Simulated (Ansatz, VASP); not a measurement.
**Two plane-wave programs on W**

```
CELL_PARAMETERS angstrom
-1.56769 1.56769 1.56769
1.56769 -1.56769 1.56769
1.56769 1.56769 -1.56769
ATOMIC_POSITIONS crystal
W 0.00000 0.00000 0.00000
```

Alike in both runs: task single point; functional LDA; k mesh 14 × 14 × 14; occupations gaussian, width 1 eV; no spin polarisation.

|  | VASP | Ansatz |
| --- | --- | --- |
| version | VASP 6.6.1 | Ansatz 0.2.0 |
| potentials or method | VASP PAW LDA potentials, release 64 (W_sv), cutoff 520 eV | plane waves (420 eV) with PAW, scalar-relativistic |
| valence electrons in the cell | 14 | 14 |

|  | VASP | Ansatz | Ansatz less VASP |
| --- | --- | --- | --- |
| pressure (GPa) | 2.8 | 0.9 | -1.97 |

Ansatz warns that its potentials were made for another functional, while VASP's fit it. LDA's correlation is that of Perdew and Zunger in VASP and of Perdew and Wang (1992) in Ansatz.

Spin-orbit coupling is off throughout.
